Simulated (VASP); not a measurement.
Crystal: HfO2.

```xyz
3
Lattice="3.2200 0.0000 0.0000 -1.6100 2.7886 0.0000 0.0000 0.0000 3.5420" Properties=species:S:1:pos:R:3 pbc="T T T"
Hf    0.0000    0.0000    0.0000
O     0.0000    1.8591    1.7710
O     1.6100    0.9295    1.7710
```

```yaml
Program: VASP 6.6.1
Task: relaxation of cell and atoms
Functional: PBEsol
Potentials_or_basis: VASP PAW PBE potentials, release 64 (Hf_pv, O)
Cutoff: 600 eV
k_mesh: 7 × 7 × 6
Occupations: fermi-dirac, width 0.02 eV
Spin: no spin polarisation
```

At the start: pressure 7.1 GPa; volume 10.60 Å³/atom.

**Question.** How do energy, volume and symmetry change on relaxing?

**Answer.** Over 8 steps the energy falls by 1344.1 meV/atom and the volume is 9.62 Å³/atom (-9.3 %); space group P6/mmm (No. 191, to 0.1 Å) before and after.

Step by step:
```csv
step,energy change (eV),largest force (eV/Å),pressure (GPa),volume (Å³)
1,0.0000,0.0000,7.10,31.80
2,-3.5776,0.0000,-23.37,32.88
3,-3.6825,0.0000,-24.19,32.85
4,-3.0764,0.0000,34.65,25.85
5,-3.9479,0.0000,-11.00,30.27
6,-3.9508,0.0000,-9.36,30.02
7,-3.9234,0.0000,13.56,27.55
8,-4.0322,0.0000,-0.02,28.86
```

Final structure:
```yaml
crystal:
  lattice:
    - [3.54051, 0.00000, 0.00000]
    - [-1.77026, 3.06617, 0.00000]
    - [0.00000, 0.00000, 2.65833]
  atoms:
    - { symbol: Hf, position: [0.00000, 0.00000, 0.00000] }
    - { symbol: O, position: [0.33333, 0.66667, 0.50000] }
    - { symbol: O, position: [0.66667, 0.33333, 0.50000] }
```

Caveat: a cell axis changed by over 15 % at a fixed basis, so the end point is rough; the PAW data sets were made with another functional, which shifts forces and pressure a little.
